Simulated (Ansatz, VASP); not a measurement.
In3GaP4: VASP beside Ansatz

```
CELL_PARAMETERS angstrom
4.14448 -0.00004 0.00024
-0.00004 4.14629 -0.00042
-0.00065 -0.00064 11.62831
ATOMIC_POSITIONS crystal
In 0.99974 0.00017 0.74052
In 0.49993 0.50014 0.99998
In 0.00024 0.99981 0.25944
Ga 0.50011 0.50001 0.49999
P 0.49981 0.00003 0.87028
P 0.99992 0.49983 0.12975
P 0.50021 0.99994 0.38998
P 0.00004 0.50008 0.61005
```

Change from the starting cell: cell x1, atoms moved at random (sigma 0.15 Å) and cell strained at random (1.5 %), then relaxed without symmetry.

Alike in both runs: functional PBE; k mesh 4 × 4 × 1; occupations gaussian, width 0.1 eV; no spin polarisation.

Ansatz relaxed the structure, and its values are those at the end. VASP's run is a single point on that final structure, the one shown.

|  | VASP | Ansatz |
| --- | --- | --- |
| version | VASP 6.6.1 | Ansatz 0.2.0 |
| potentials or method | VASP PAW PBE potentials, release 64 (In_d, Ga_d, P), cutoff 520 eV | scalar-relativistic, plane waves, PAW |
| valence electrons in the cell | 72 | 72 |

```csv
,VASP,Ansatz,Ansatz less VASP
gap on the k mesh at the Fermi level (eV),0.57,0.58,+0.004
least direct gap on the mesh (eV),0.57,0.58,+0.004
pressure (GPa),0.0,0.0,+0.03
```

The k mesh is coarse, so the values compare programs but aren't converged.
